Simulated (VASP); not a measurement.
AlN: single point with PBE

AlN:

```
Al N
1.0
     0.00000    2.20126    2.20126
     2.20126    0.00000    2.20126
     2.20126    2.20126    0.00000
Al N
1 1
Cartesian
  0.0504 0.0000 0.0126
  3.2049 3.3019 3.2777
```

This cell differs from its parent crystal: atoms displaced along a vibrational mode.

| Quantity | Value |
| --- | --- |
| Program | VASP 6.6.1 |
| Task | single point |
| Functional | PBE |
| Potentials or basis | VASP PAW PBE potentials, release 64 (Al, N) |
| Cutoff | 520 eV |
| k mesh | 10 × 10 × 10 |
| Occupations | gaussian, width 0.05 eV |
| Spin | no spin polarisation |

The pressure is 2.5 GPa and the largest force is 2.090 eV/Å. The band gap on the k mesh is 2.92 eV (least direct gap 3.57 eV).

Forces in eV/Å, atoms in the order of the input:
```
Al  -1.990  0.316 -0.553
N    1.990 -0.316  0.553
```

Stress tensor (GPa, compression positive):
```
 0.01 -2.46  1.46
-2.46  3.84 -9.27
 1.46 -9.27  3.57
```

Levels at points of the mesh, in eV from the valence-band top:
```
           k point  band 1  band 2  band 3  band 4  band 5  band 6  band 7  band 8  band 9
(0.00, 0.00, 0.00)  -15.22   -0.78   -0.36    0.00    3.57   11.92   11.98   12.03   16.99
(0.50, 0.00, 0.00)  -13.26   -6.03   -1.22   -0.65    6.77    9.33   10.46   10.80   17.11
(0.00, 0.50, 0.00)  -13.22   -6.27   -0.88   -0.52    6.66    9.16   10.54   10.92   17.16
(0.00, 0.00, 0.50)  -13.23   -6.21   -0.99   -0.52    6.67    9.20   10.46   10.97   17.14
(0.50, 0.50, 0.50)  -13.27   -5.97   -1.22   -0.77    6.83    9.37   10.44   10.73   17.10
(0.50, 0.50, 0.00)  -12.64   -5.22   -2.15   -2.02    2.92    7.97   13.13   15.11   15.19
(0.00, 0.50, 0.50)  -12.64   -5.19   -2.41   -1.87    2.96    8.11   13.14   15.02   15.11
(0.50, 0.00, 0.50)  -12.64   -5.22   -2.10   -2.07    2.92    7.96   13.13   15.12   15.20
```

Wall time 2.1 min on 1 thread of AMD EPYC 7R13, with other jobs on the host, peak memory 0.2 GiB.

Caveat: the cell differs from its parent crystal (atoms displaced along a vibrational mode); forces of over 1 eV/Å act on the atoms, so gaps and moduli don't describe the material at rest. A k mesh can miss the band edges.
